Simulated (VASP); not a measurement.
# Li16B (a cell with a defect) in VASP: a series of runs, part 2 of 2

VASP 6.6.1.

### Step 4. Single point, PBE

Input file INCAR:

```
SYSTEM = Li16B
  ALGO = Normal
  EDIFF = 1E-6
  ENCUT = 520
  GGA = PE
  ISIF = 2
  ISMEAR = -1
  LASPH = .True.
  LCHARG = .False.
  LREAL = Auto
  LWAVE = .False.
  NBANDS = 40
  NELM = 80
  PREC = Accurate
  SIGMA = 0.15
```

Input file KPOINTS:

```
k-points
0
Gamma
  3 3 3
  0 0 0
```

Input file POSCAR:

```
Li16B
1.0
    6.9800000000      0.0000000000      0.0000000000
    0.0000000000      6.9800000000      0.0000000000
    0.0000000000      0.0000000000      6.9800000000
Li B
16 1
Direct
   -0.0003727794      0.0443636103      0.0758681948
    0.4996571633      0.0270573066     -0.0401861032
   -0.0003630372      0.4553060172      0.0758461318
   -0.0003070201     -0.0424002865      0.4859816619
    0.2918177650      0.2498270774      0.2646667622
    0.4996452722      0.4726300860     -0.0401618911
    0.4997383954     -0.0283193410      0.5208702006
    0.7074093123      0.2498404011      0.2645621777
   -0.0002969914      0.5419939828      0.4859224928
    0.2778610315      0.7498704871      0.2297067335
    0.2051628940      0.2498058739      0.6747335244
    0.4997255014      0.5280074499      0.5208557307
    0.7215547278      0.7498568768      0.2296995702
    0.7942276504      0.2498160458      0.6746757880
    0.2224803725      0.7498193410      0.7907296562
    0.7769315186      0.7498080229      0.7907624642
   -0.0004176218      0.2497808023      0.3752630372
```

Potentials or basis: VASP PAW PBE potentials, release 64 (Li_sv, B).

Run with:

```sh
$ cat potpaw_PBE.64/Li_sv/POTCAR potpaw_PBE.64/B/POTCAR > POTCAR
$ mpirun -np 1 vasp_std > vasp.out
```

OUTCAR:

```text
SYSTEM = Li16B
   EDIFF = 1E-6
   ENCUT = 520
   GGA = PE
   ISIF = 2
   ISMEAR = -1
   LASPH = .True.
   LREAL = Auto
   NELM = 80
   PREC = Accurate

 ion  position               nearest neighbor table
   1  1.000  0.044  0.076-
   2  0.500  0.027  0.960-
   3  1.000  0.455  0.076-
   4  1.000  0.958  0.486-  17 2.18
   5  0.292  0.250  0.265-  17 2.18
   6  0.500  0.473  0.960-
   7  0.500  0.972  0.521-
   8  0.707  0.250  0.265-  17 2.18
   9  1.000  0.542  0.486-  17 2.18
  10  0.278  0.750  0.230-
  11  0.205  0.250  0.675-
  12  0.500  0.528  0.521-
  13  0.722  0.750  0.230-
  14  0.794  0.250  0.675-
  15  0.222  0.750  0.791-
  16  0.777  0.750  0.791-
  17  1.000  0.250  0.375-   8 2.18   4 2.18   5 2.18   9 2.18

  LATTYP: Found a simple cubic cell.
 ALAT       =     6.9800000000

  Lattice vectors:

[... 196 lines left out ...]

 E-fermi :   0.5112     XC(G=0):  -7.0689

 val. band max:        0.4859197800   @ k =   0.0000   0.3333   0.3333
 cond. band min:       0.5603651584   @ k =   0.0000   0.0000   0.3333
 fundamental gap:      0.0744453784
 Fermi energy:         0.5111847942

 k-point     1 :       0.0000    0.0000    0.0000
  band No.  band energies     occupation
      1     -46.1461      2.00000
      2     -46.1394      2.00000
      3     -46.1393      2.00000
      4     -46.1382      2.00000
      5     -46.0642      2.00000
      6     -46.0578      2.00000
[... 549 lines left out ...]
     36       3.4089      0.00000
     37       4.1285      0.00000
 [bands above 37 left out]

------------------------ aborting loop because EDIFF is reached ----------------------------------------

  FORCE on cell =-STRESS in cart. coord.  units (eV):
  Direction    XX          YY          ZZ          XY          YZ          ZX
  --------------------------------------------------------------------------------------
  -------------------------------------------------------------------------------------
  Total       -0.7007075     -0.6989170     -2.6597579     -0.0006247      0.0003873     -0.0010246
  in kB       -3.3012701     -3.2928347    -12.5310198     -0.0029430      0.0018246     -0.0048271
  external PRESSURE =      -6.3750415 kB  Pullay stress =       0.0000000 kB

 VOLUME and BASIS-vectors are now :
 -----------------------------------------------------------------------------
  energy-cutoff  :      520.00
  volume of cell :      340.07
      direct lattice vectors                 reciprocal lattice vectors
     6.980000000  0.000000000  0.000000000     0.143266476  0.000000000  0.000000000
     0.000000000  6.980000000  0.000000000     0.000000000  0.143266476  0.000000000
     0.000000000  0.000000000  6.980000000     0.000000000  0.000000000  0.143266476

 POSITION                                       TOTAL-FORCE (eV/Angst)
 -----------------------------------------------------------------------------------
      6.97740      0.30966      0.52956         0.000483      0.001614      0.000855
      3.48761      0.18886      6.69950        -0.000265     -0.000520     -0.000239
      6.97747      3.17804      0.52941         0.000449     -0.001313     -0.000090
      6.97786      6.68405      3.39215        -0.000968     -0.000679     -0.000005
      2.03689      1.74379      1.84737         0.004823     -0.000422     -0.004277
      3.48752      3.29896      6.69967        -0.000614      0.000405     -0.001323
[... 9 lines left out ...]
      5.42298      5.23366      5.51952        -0.001757      0.000682      0.000450
      6.97708      1.74347      2.61934         0.000366     -0.000056      0.000640
 -----------------------------------------------------------------------------------
    total drift:                               -0.001714     -0.000045     -0.001830

  FREE ENERGIE OF THE ION-ELECTRON SYSTEM (eV)
  ---------------------------------------------------
  free  energy   TOTEN  =       -35.6275163095 eV

  energy  without entropy=      -34.9845345047  energy(sigma->0) =      -35.30602541
```

OSZICAR:

```text
N       E                     dE             d eps       ncg     rms          rms(c)
DAV:   1     0.299829788572E+03    0.29983E+03   -0.21824E+04  1128   0.126E+03
DAV:   2     0.373708774055E+02   -0.26246E+03   -0.24451E+03  1168   0.340E+02
DAV:   3    -0.226406459518E+02   -0.60012E+02   -0.58645E+02  1968   0.861E+01
DAV:   4    -0.372607168079E+02   -0.14620E+02   -0.14419E+02  1936   0.640E+01
DAV:   5    -0.403569674506E+02   -0.30963E+01   -0.30955E+01  1984   0.190E+01    0.829E+00
DAV:   6    -0.366184370618E+02    0.37385E+01   -0.23456E+01  1288   0.135E+01    0.479E+00
DAV:   7    -0.356681638686E+02    0.95027E+00   -0.43201E+00  1600   0.439E+00    0.143E+00
DAV:   8    -0.356852074739E+02   -0.17044E-01   -0.50619E-01  1672   0.157E+00    0.112E+00
DAV:   9    -0.356429292318E+02    0.42278E-01   -0.47215E-02  1528   0.680E-01    0.674E-01
DAV:  10    -0.356267405056E+02    0.16189E-01   -0.40361E-02  1392   0.629E-01    0.276E-01
DAV:  11    -0.356274354997E+02   -0.69499E-03   -0.50104E-03  1904   0.206E-01    0.240E-01
DAV:  12    -0.356274367093E+02   -0.12096E-05   -0.44231E-04  1728   0.673E-02    0.147E-01
DAV:  13    -0.356275053180E+02   -0.68609E-04   -0.44735E-04  1760   0.111E-01    0.339E-02
DAV:  14    -0.356275191167E+02   -0.13799E-04   -0.13723E-04  1792   0.438E-02    0.302E-02
DAV:  15    -0.356275164283E+02    0.26884E-05   -0.45536E-06  1392   0.150E-02    0.157E-02
DAV:  16    -0.356275163095E+02    0.11879E-06   -0.79555E-06  1592   0.165E-02
   1 F= -.35627516E+02 E0= -.35306025E+02  d E =-.642982E+00
```

Wall time 2.7 min (1 thread of Intel Xeon 6975P-C (Granite Rapids), shared host); peak memory 0.4 GiB.

Results:

| Quantity | Value |
| --- | --- |
| Free energy | -35.6275 eV |
| Largest force | 0.007 eV/Å |
| Band gap on the k mesh | zero (an odd number of electrons rules out a gap without spin polarisation) |

Forces on the atoms (eV/Å):
```
Li   0.000  0.002  0.001
Li   0.000 -0.001  0.000
Li   0.000 -0.001  0.000
Li  -0.001 -0.001  0.000
Li   0.005  0.000 -0.004
Li  -0.001  0.000 -0.001
Li   0.000  0.000  0.002
Li  -0.004 -0.001 -0.004
Li   0.000  0.001  0.002
Li  -0.002  0.000  0.000
Li  -0.005  0.000  0.001
Li   0.000 -0.001  0.002
Li   0.003  0.001 -0.001
Li   0.007  0.001  0.002
Li  -0.001 -0.001  0.001
Li  -0.002  0.001  0.000
B    0.000  0.000  0.001
```

Levels at points of the mesh, in eV from the Fermi level:
```csv
k point,band 22,band 23,band 24,band 25,band 26,band 27,band 28,band 29,band 30,band 31
"(0.00, 0.00, 0.00)",-1.01,-1.00,-0.28,-0.21,0.20,0.20,0.41,0.52,1.14,1.14
```

Caveat: the cutoff is under 1.25 times the usual one of these potentials, so pressure, stress and relaxed cells hold a basis-set (Pulay) error.

The gap in the log of VASP goes by the Fermi energy; the results here count the filled bands.